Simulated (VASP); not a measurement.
The system is Li2H.

```
Li H
1.0
     2.66111    0.00000    0.00000
     0.00000    2.66111    0.00000
     0.00000    0.00000    4.65317
Li H
2 1
Cartesian
  1.3306 1.3306 0.9992
  1.3306 1.3306 3.6540
  0.0000 0.0000 2.3266
```

```yaml
Program: VASP 6.6.1
Task: relaxation of cell and atoms
Functional: PBE
Potentials_or_basis: VASP PAW PBE potentials, release 64 (Li_sv, H)
Cutoff: 600 eV
k_mesh: 6 × 6 × 4
Occupations: gaussian, width 0.1 eV
Spin: no spin polarisation
```

At the start: pressure 1.4 GPa; volume 10.98 Å³/atom.

Q: How do energy, volume and symmetry change on relaxing?

A: Over 6 steps the energy falls by 199.0 meV/atom and the volume is 11.23 Å³/atom (+2.2 %); space group P4/mmm (No. 123, to 0.05 Å).

Step by step:
| step | energy change (eV) | largest force (eV/Å) | pressure (GPa) | volume (Å³) |
| --- | --- | --- | --- | --- |
| 1 | 0.0000 | 2.0558 | 1.37 | 32.95 |
| 2 | -0.4324 | 0.9684 | 0.15 | 33.35 |
| 3 | -0.5901 | 0.2064 | -0.13 | 33.66 |
| 4 | -0.5961 | 0.0744 | -0.10 | 33.72 |
| 5 | -0.5963 | 0.0466 | -0.09 | 33.73 |
| 6 | -0.5969 | 0.0195 | -0.05 | 33.69 |

Final structure:
```
CELL_PARAMETERS angstrom
2.55732 0.00000 0.00000
0.00000 2.55732 0.00000
0.00000 0.00000 5.15159
ATOMIC_POSITIONS crystal
Li 0.50000 0.50000 0.26194
Li 0.50000 0.50000 0.73806
H 0.00000 0.00000 0.50000
```

Caveat: the k points lie up to 0.41 Å⁻¹ apart in the final cell; the cutoff is under 1.25 times the usual one of these potentials, so pressure, stress and relaxed cells hold a basis-set (Pulay) error.
